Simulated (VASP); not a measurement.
Wanted: the native input for a VASP 6.6.1 run.

```yaml
Task: single point
Functional: r2SCAN
Potentials_or_basis: VASP PAW PBE potentials, release 64 (Ru_pv)
Cutoff: 550 eV
k_mesh: 20 × 20 × 12
Occupations: fermi-dirac, width 0.05 eV
Spin: no spin polarisation
Dipole_correction: no
Further_INCAR_settings: ALGO = Normal; EDIFF = 1e-06; NBANDS = 21
```

The system is Ru.

```
CELL_PARAMETERS angstrom
2.66700 0.00000 0.00000
-1.33350 2.30969 0.00000
0.00000 0.00000 4.20819
ATOMIC_POSITIONS crystal
Ru 0.33333 0.66667 0.25000
Ru 0.66667 0.33333 0.75000
```

One way to write it, as run:

POSCAR

```
Ru
1.0
    2.6669951129      0.0000000000      0.0000000000
   -1.3334975565      2.3096855196      0.0000000000
    0.0000000000      0.0000000000      4.2081940541
Ru
2
Direct
    0.3333333333      0.6666666667      0.2500000000
    0.6666666667      0.3333333333      0.7500000000
```

INCAR.step1

```
PREC = Accurate ; ENCUT = 550
ISMEAR = -1 ; SIGMA = 0.05
LREAL = False ; LASPH = True
NELM = 120 ; NBANDS = 21
GGA = PE ; ALGO = Normal
EDIFF = 1E-5 ; LWAVE = True
LCHARG = False ; GGA_COMPAT = False
```

INCAR.step2

```
PREC = Accurate ; ENCUT = 550
EDIFF = 1E-6 ; ISMEAR = -1
SIGMA = 0.05 ; LREAL = False
LASPH = True ; NELM = 120
ALGO = Normal ; ISIF = 2
LWAVE = False ; LCHARG = False
METAGGA = R2SCAN ; LMIXTAU = True
NBANDS = 21 ; ISTART = 1
GGA_COMPAT = False
```

KPOINTS

```
regular mesh
0
Gamma
  20 20 12
```

Potentials or basis: VASP PAW PBE potentials, release 64 (Ru_pv).

Launch:

```bash
$ cat potpaw_PBE.64/Ru_pv/POTCAR > POTCAR
$ cp INCAR.step1 INCAR
$ mpirun -np 1 vasp_std > vasp.out
$ cp INCAR.step2 INCAR
$ mpirun -np 1 vasp_std > vasp.out
```

It gave:

```json
{
  "Pressure": "16.8 GPa",
  "Band gap on the k mesh": "zero (bands 14 and 15 overlap by 3.63 eV)"
}
```

Caveat: the cell stands under pressure; an empty level that is flat over the whole mesh can mark a ghost state of the potentials, or a narrow d or f band; the PAW data sets were made with another functional, which shifts forces and pressure a little.

Run time: 12 min on 1 thread of Oxide Virtual Turin-like Processor (shared host), peak memory 0.22 GiB.
